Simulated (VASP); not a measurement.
A run of VASP 6.6.1:

The input POSCAR:

```
Ba2Bi
1.0
    0.0000000000      5.3016050000      0.0000000000
    5.3016050000      0.0000000000      0.0000000000
    2.6508020000      2.6508020000     -9.3545280000
Ba Bi
4 2
Direct
    0.5000000000      0.0000000000      0.0000000000
    0.0000000000      0.5000000000      0.0000000000
    0.3290000000      0.3290000000      0.3420000000
    0.6710000000      0.6710000000      0.6580000000
    0.1380000000      0.1380000000      0.7240000000
    0.8620000000      0.8620000000      0.2760000000
```

INCAR.step1

```
SYSTEM = Ba2Bi
ALGO = Normal
EDIFF = 1E-4
ENCUT = 520
GGA = PE
ISMEAR = -1
LASPH = .TRUE.
LCHARG = .FALSE.
LREAL = .FALSE.
LWAVE = .TRUE.
NBANDS = 44
NELM = 60
PREC = Accurate
SIGMA = 0.0161
```

Contents of INCAR.step2:

```
SYSTEM = Ba2Bi
ALGO = Normal
EDIFF = 1E-6
ENCUT = 520
ISIF = 2
ISMEAR = -1
ISTART = 1
LASPH = .TRUE.
LCHARG = .FALSE.
LMIXTAU = .TRUE.
LREAL = .FALSE.
LWAVE = .FALSE.
METAGGA = R2SCAN
NBANDS = 44
NELM = 60
PREC = Accurate
SIGMA = 0.0161
```

Contents of KPOINTS:

```
k-points
0
G
  5 5 5
  0 0 0
```

Potentials or basis: VASP PAW PBE potentials, release 64 (Ba_sv, Bi_d).

Launch:

```sh
$ cat potpaw_PBE.64/Ba_sv/POTCAR potpaw_PBE.64/Bi_d/POTCAR > POTCAR
$ cp INCAR.step1 INCAR
$ mpirun -np 1 vasp_std > vasp.out
$ cp INCAR.step2 INCAR
$ mpirun -np 1 vasp_std > vasp.out
```

Hardware: 1 thread of Intel(R) Xeon(R) 6975P-C (Granite Rapids) (shared host).

Problem. How long does it take, and how much memory?

Solution. Wall time 5.9 min on 1 thread of Intel(R) Xeon(R) 6975P-C (Granite Rapids) (shared host), peak memory 0.46 GiB. Counts: k points 18.
